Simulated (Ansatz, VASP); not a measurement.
Two plane-wave programs on Ca2Al3O3

```xyz
16
Lattice="3.7430 0.0000 0.0000 0.0000 3.7430 0.0000 0.0000 0.0000 17.1375" Properties=species:S:1:pos:R:3 pbc="T T T"
Ca    1.8715    0.0000    9.8157
Ca    3.7430    1.8715    3.9497
Ca    3.7430    1.8715    7.3219
Ca    1.8715    0.0000   13.1878
Al    0.0000    0.0000    0.0000
Al    0.0000    1.8715   15.1823
Al    1.8715    1.8715    0.0000
Al    1.8715    0.0000    1.9552
Al    1.8715    0.0000    5.7455
Al    0.0000    1.8715   11.3920
O     1.8715    0.0000    7.5573
O     1.8715    1.8715    5.4282
O     0.0000    0.0000    5.4282
O     0.0000    1.8715    9.5802
O     1.8715    1.8715   11.7093
O     0.0000    0.0000   11.7093
```

Alike in both runs: task single point; functional PBE; k mesh 6 × 6 × 2; occupations gaussian, width 0.2 eV; no spin polarisation.

|  | VASP | Ansatz |
| --- | --- | --- |
| version | VASP 6.6.1 | Ansatz 0.2.0 |
| potentials or method | VASP PAW PBE potentials, release 64 (Ca_sv, Al, O), cutoff 520 eV | scalar-relativistic, plane waves, PAW |
| valence electrons in the cell | 94 | 94 |

```csv
,VASP,Ansatz,Ansatz less VASP
gap on the k mesh at the Fermi level (eV),none,none,-
pressure (GPa),0.3,0.1,-0.17
"traceless stress, the component that is largest in VASP (GPa)",-0.28,-0.39,-0.109
rms of the force components (eV/Å),0.033,0.030,-0.0031
```

Atom by atom the forces differ by 0.015 eV/Å (rms over components). A gap of «none» marks a metal or a gap that the smearing closes.
